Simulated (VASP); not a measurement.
# Zn (P6/mmm) in VASP: single point with PBE

Aim: the single point of Zn with PBE.

Everything below comes from runs of VASP 6.6.1. Logs are shortened: lines on timing, memory, paths and dates and some standing lists are left out, and cuts for length are marked.

## (1) The cell of the first run

The structure is hexagonal, space group P6/mmm (No. 191). The conventional cell has a = 2.572 Å, b = 2.572 Å, c = 3.074 Å, α = 90.00°, β = 90.00°, γ = 120.00°. Within 3.4 Å of Zn (site symmetry 6/mmm) lie 8 Zn at 2.57 to 3.07 Å.

This isn't the form of Zn at room conditions, which is hcp.

## (2) Single point, PBE (17.61 Å³/atom)

POSCAR reads:

```
Zn
1.0
    2.5724053643      0.0000000000      0.0000000000
   -1.2862026822      2.2277683944      0.0000000000
    0.0000000000      0.0000000000      3.0735114047
Zn
1
Direct
    0.0000000000      0.0000000000      0.0000000000
```

INCAR.step1 reads:

```
PREC     = Accurate       # precision mode
ENCUT    = 520            # plane-wave cutoff, eV
EDIFF    = 1E-7           # SCF threshold, eV
ISMEAR   = -1             # smearing method
SIGMA    = 0.1            # smearing width, eV
LREAL    = F              # projectors in reciprocal space
LASPH    = T              # aspherical terms in the spheres
NELM     = 60             # most SCF steps
ALGO     = Normal         # electronic algorithm
ISIF     = 2              # what is computed and relaxed
LWAVE    = F              # write WAVECAR
LCHARG   = T              # write CHGCAR
GGA      = PE             # functional
NBANDS   = 12             # bands
```

KPOINTS.step1 reads:

```
regular mesh
0
Gamma
  16 16 15
```

INCAR.step2 reads:

```
PREC     = Accurate       # precision mode
ENCUT    = 520            # plane-wave cutoff, eV
EDIFF    = 1E-7           # SCF threshold, eV
ISMEAR   = -5             # smearing method
SIGMA    = 0.1            # smearing width, eV
LREAL    = F              # projectors in reciprocal space
LASPH    = T              # aspherical terms in the spheres
NELM     = 60             # most SCF steps
ALGO     = Normal         # electronic algorithm
ISIF     = 2              # what is computed and relaxed
LWAVE    = F              # write WAVECAR
LCHARG   = F              # write CHGCAR
GGA      = PE             # functional
LORBIT   = 11             # projections on sites
NEDOS    = 2001           # points of the DOS
ICHARG   = 11             # starting density
```

KPOINTS.step2 reads:

```
regular mesh
0
Gamma
  24 24 23
```

Potentials or basis: VASP PAW PBE potentials, release 64 (Zn).

Started as:

```sh
> cat potpaw_PBE.64/Zn/POTCAR > POTCAR
> cp INCAR.step1 INCAR
> cp KPOINTS.step1 KPOINTS
> mpirun -np 1 vasp_std > vasp.out
> cp INCAR.step2 INCAR
> cp KPOINTS.step2 KPOINTS
> mpirun -np 1 vasp_std > vasp.out
```

OUTCAR:

```text
PREC = Accurate
   ENCUT = 520
   EDIFF = 1E-7
   ISMEAR = -5
   LREAL = F
   LASPH = T
   NELM = 60
   ISIF = 2
   GGA = PE
   LORBIT = 11
   ICHARG = 11

 ion  position               nearest neighbor table
   1  0.000  0.000  0.000-

  LATTYP: Found a hexagonal cell.
 ALAT       =     2.5724053643
 C/A-ratio  =     1.1948005736

  Lattice vectors:

 A1 = (   2.5724053643,   0.0000000000,   0.0000000000)
 A2 = (  -1.2862026822,   2.2277683944,   0.0000000000)
 A3 = (   0.0000000000,   0.0000000000,   3.0735114047)

Analysis of symmetry for initial positions (statically):
=====================================================================
 Subroutine PRICEL returns:
 Original cell was already a primitive cell.

 Routine SETGRP: Setting up the symmetry group for a
 hexagonal supercell.

 Subroutine GETGRP returns: Found 24 space group operations
 (whereof 24 operations were pure point group operations)
 out of a pool of 24 trial point group operations.

The static configuration has the point symmetry D_6h.

Analysis of symmetry for dynamics (positions and initial velocities):
=====================================================================
 Subroutine PRICEL returns:
 Original cell was already a primitive cell.

 Routine SETGRP: Setting up the symmetry group for a
 hexagonal supercell.

 Subroutine GETGRP returns: Found 24 space group operations
 (whereof 24 operations were pure point group operations)
 out of a pool of 24 trial point group operations.

The dynamic configuration has the point symmetry D_6h.

 Subroutine INISYM returns: Found 24 space group operations
 (whereof 24 operations are pure point group operations),
 and found     1 'primitive' translations

----------------------------------------------------------------------------------------

                                     Primitive cell

  volume of cell :      17.6134

  direct lattice vectors                    reciprocal lattice vectors
     2.572405364  0.000000000  0.000000000     0.388741220  0.224439848  0.000000000
    -1.286202682  2.227768394  0.000000000     0.000000000  0.448879696  0.000000000
     0.000000000  0.000000000  3.073511405     0.000000000  0.000000000  0.325360758

  length of vectors
     2.572405364  2.572405364  3.073511405     0.448879696  0.448879696  0.325360758

[... 85 lines left out ...]
   NFREE  =      0    steps in history (QN), initial steepest desc. (CG)
   ISIF   =      2    stress and relaxation
   ISYM   =      2    0-nonsym 1-usesym 2-fastsym
   POTIM  = 0.5000    time-step for ionic-motion
   TEBEG  =    0.0;   TEEND  =   0.0 temperature during run
   PSTRESS=    0.0 pullay stress
   NELECT =      12.0000    total number of electrons
   NUPDOWN=      -1.0000    fix difference up-down
   EMIN   =  10.00;   EMAX   =-10.00  energy-range for DOS
   EFERMI =   0.00;   METHOD = LEGACY
   ISMEAR =    -5;   SIGMA  =   0.10  broadening in eV -4-tet -1-fermi 0-gaus
   EFERMI_NEDOS =   21; number of points for ismear=-14 and -15
   IALGO  =     38    algorithm
   IMIX   =      4    mixing-type and parameters
     AMIX     =   0.40;   BMIX     =  1.00
     AMIX_MAG =   1.60;   BMIX_MAG =  1.00
  volume/ion in A,a.u.               =      17.61       118.86
  Fermi-wavevector in a.u.,A,eV,Ry     =   1.440524  2.722196 28.233576  2.075109
  Thomas-Fermi vector in A             =   2.559258
   LORBIT       =     11    0 simple, 1 ext, 2 COOP (PROOUT), +10 PAW based schemes
   GGA     = PE    functional components
   LHFCALC =     F    Hartree Fock is set to
   AEXX    =    0.0000 exact exchange contribution
   IVDW    =     0    specifies the selected vdW correction
   LEPSILON=     F    determine dielectric tensor
   LRPA    =     F    only Hartree local field effects (RPA)
 non-spin polarized calculation
 Fermi weights with tetrahedron method with Bloechl corrections
  energy-cutoff  :      520.00
  volume of cell :       17.61
 maximum number of plane-waves:       484
 NGX is ok and might be reduce to    20

 number of electron      11.9999998 magnetization

 Free energy of the ion-electron system (eV)
  ---------------------------------------------------
  ext. energy  EPLUGINS =         0.00000000
  ---------------------------------------------------
  free energy    TOTEN  =        -0.99561105 eV

  energy without entropy =       -0.99561105  energy(sigma->0) =       -0.99561105

 E-fermi :   2.0744     XC(G=0): -10.6765

 val. band max:        2.1287178883   @ k =   0.4167   0.1667   0.2609
 cond. band min:       1.9371241232   @ k =   0.5000   0.0000   0.0435
 fundamental gap:     -0.1915937651
 Fermi energy:         2.0744349464

 k-point     1 :       0.0000    0.0000    0.0000
  band No.  band energies     occupation
      1      -7.4974      2.00000
      2      -5.8093      2.00000
      3      -5.4988      2.00000
      4      -5.4988      2.00000
      5      -4.9040      2.00000
      6      -4.9040      2.00000
      7       8.1031      0.00000
      8      12.0827      0.00000
      9      22.3193      0.00000
     10      22.3221      0.00000
[... 287 lines left out ...]
 k-point    24 :       0.4583    0.0417    0.0000
  band No.  band energies     occupation
      1      -6.3006      2.00000
      2      -5.5631      2.00000
      3      -5.3400      2.00000
      4      -5.0401      2.00000
      5      -4.6309      2.00000
      6       0.0119      2.00000
      7       2.1860      0.03691
      8      14.0431      0.00000
      9      15.0694      0.00000
     10      17.2459      0.00000

 [... further k-points ...]

------------------------ aborting loop because EDIFF is reached ----------------------------------------

  FORCE on cell =-STRESS in cart. coord.  units (eV):
  Direction    XX          YY          ZZ          XY          YZ          ZX
  --------------------------------------------------------------------------------------
  -------------------------------------------------------------------------------------
  Total       -0.0802194     -0.0802194     -0.0999309      0.0000000      0.0000000     -0.0000000
  in kB       -7.2970219     -7.2970219     -9.0900467      0.0000000      0.0000000     -0.0000000
  external PRESSURE =      -7.8946969 kB  Pullay stress =       0.0000000 kB

 VOLUME and BASIS-vectors are now :
 -----------------------------------------------------------------------------
  energy-cutoff  :      520.00
  volume of cell :       17.61
      direct lattice vectors                 reciprocal lattice vectors
     2.572405364  0.000000000  0.000000000     0.388741220  0.224439848  0.000000000
    -1.286202682  2.227768394  0.000000000     0.000000000  0.448879696  0.000000000
     0.000000000  0.000000000  3.073511405     0.000000000  0.000000000  0.325360758

 POSITION                                       TOTAL-FORCE (eV/Angst)
 -----------------------------------------------------------------------------------
      0.00000      0.00000      0.00000         0.000000      0.000000      0.000000
 -----------------------------------------------------------------------------------
    total drift:                                0.000000      0.000000      0.000000

  FREE ENERGIE OF THE ION-ELECTRON SYSTEM (eV)
  ---------------------------------------------------
  free  energy   TOTEN  =        -0.9956110451 eV

  energy  without entropy=       -0.9956110451  energy(sigma->0) =       -0.99561105

 total charge

# of ion       s       p       d       tot
------------------------------------------
    1        0.627   0.431   9.713  10.771
```

OUTCAR.step1:

```text
PREC = Accurate
   ENCUT = 520
   EDIFF = 1E-7
   ISMEAR = -1
   LREAL = F
[... 577 lines left out ...]

 POSITION                                       TOTAL-FORCE (eV/Angst)
 -----------------------------------------------------------------------------------
      0.00000      0.00000      0.00000        -0.000000      0.000000      0.000000
 -----------------------------------------------------------------------------------
    total drift:                               -0.000000      0.000000     -0.000000

  FREE ENERGIE OF THE ION-ELECTRON SYSTEM (eV)
  ---------------------------------------------------
  free  energy   TOTEN  =        -1.0031670557 eV

  energy  without entropy=       -0.9946168714  energy(sigma->0) =       -0.99889196
```

OSZICAR.step1:

```text
N       E                     dE             d eps       ncg     rms          rms(c)
DAV:   1     0.438712108646E+02    0.43871E+02   -0.66098E+03  5936   0.152E+03
DAV:   2     0.354107735205E+00   -0.43517E+02   -0.41232E+02  5928   0.214E+02
DAV:   3    -0.109740374062E+01   -0.14515E+01   -0.14494E+01  6804   0.388E+01
DAV:   4    -0.110157507619E+01   -0.41713E-02   -0.41712E-02  6360   0.209E+00
DAV:   5    -0.110157915832E+01   -0.40821E-05   -0.40824E-05  6780   0.629E-02    0.258E+00
DAV:   6    -0.101140416603E+01    0.90175E-01   -0.48837E-01  6936   0.138E+01    0.184E+00
DAV:   7    -0.100557870269E+01    0.58255E-02   -0.11543E-02  6316   0.192E+00    0.918E-01
DAV:   8    -0.100315590021E+01    0.24228E-02   -0.20624E-03  6312   0.680E-01    0.388E-02
DAV:   9    -0.100316784367E+01   -0.11943E-04   -0.16016E-04  6620   0.155E-01    0.184E-02
DAV:  10    -0.100316729578E+01    0.54788E-06   -0.11028E-05  6524   0.531E-02    0.418E-03
DAV:  11    -0.100316710640E+01    0.18938E-06   -0.33100E-07  6684   0.873E-03    0.654E-04
DAV:  12    -0.100316705572E+01    0.50683E-07   -0.14981E-08  3584   0.134E-03
   1 F= -.10031671E+01 E0= -.99889196E+00  d E =-.855018E-02
```

It took 1.9 min on 1 thread of Intel Xeon 8259CL, shared host; peak memory 0.26 GiB.

Results:

| Item | Value |
| --- | --- |
| Valence electrons inside the program's atomic spheres | Zn 10.77 |

Levels at points of the mesh, in eV from the Fermi level:
```
           k point  band 4  band 5  band 6  band 7  band 8  band 9
(0.00, 0.00, 0.00)   -7.57   -6.98   -6.98    6.03   10.01   20.24
(0.50, 0.00, 0.00)   -7.11   -6.67   -1.91   -0.16   12.70   13.05
```

Caveat: tetrahedron occupations give inexact forces and stress in metals.
